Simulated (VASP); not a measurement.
AlN:

```xyz
2
Lattice="0.0000 2.1840 2.1840 2.1840 0.0000 2.1840 2.1840 2.1840 0.0000" Properties=species:S:1:pos:R:3 pbc="T T T"
Al    0.0000    0.0000    0.0000
N     1.0920    1.0920    1.0920
```

| Item | Value |
| --- | --- |
| Program | VASP 6.6.1 |
| Task | relaxation of cell and atoms |
| Functional | revPBE |
| Dispersion | D4 |
| Potentials or basis | VASP PAW PBE potentials, release 64 (Al, N) |
| Cutoff | 600 eV |
| k mesh | 10 × 10 × 10 |
| Occupations | fermi-dirac, width 0.05 eV |
| Spin | no spin polarisation |

At the start: pressure -3.1 GPa; volume 10.42 Å³/atom.

**Question.** Where does the relaxation end?

**Answer.** Over 4 steps the energy falls by 2.5 meV/atom and the volume is 10.26 Å³/atom (-1.6 %); space group F-43m (No. 216, to 0.05 Å).

The path:
```csv
step,energy change (eV),largest force (eV/Å),pressure (GPa),volume (Å³)
1,0.0000,0.0000,-3.14,20.83
2,-0.0024,0.0000,2.98,20.23
3,-0.0049,0.0000,0.66,20.44
4,-0.0050,0.0000,0.00,20.51
```

Final structure:
```yaml
crystal:
  lattice:
    - [0.00000, 2.17263, 2.17263]
    - [2.17263, 0.00000, 2.17263]
    - [2.17263, 2.17263, 0.00000]
  atoms:
    - { symbol: Al, position: [0.00000, 0.00000, 0.00000] }
    - { symbol: N, position: [0.25000, 0.25000, 0.25000] }
```

Caveat: the PAW data sets were made with another functional, which shifts forces and pressure a little.
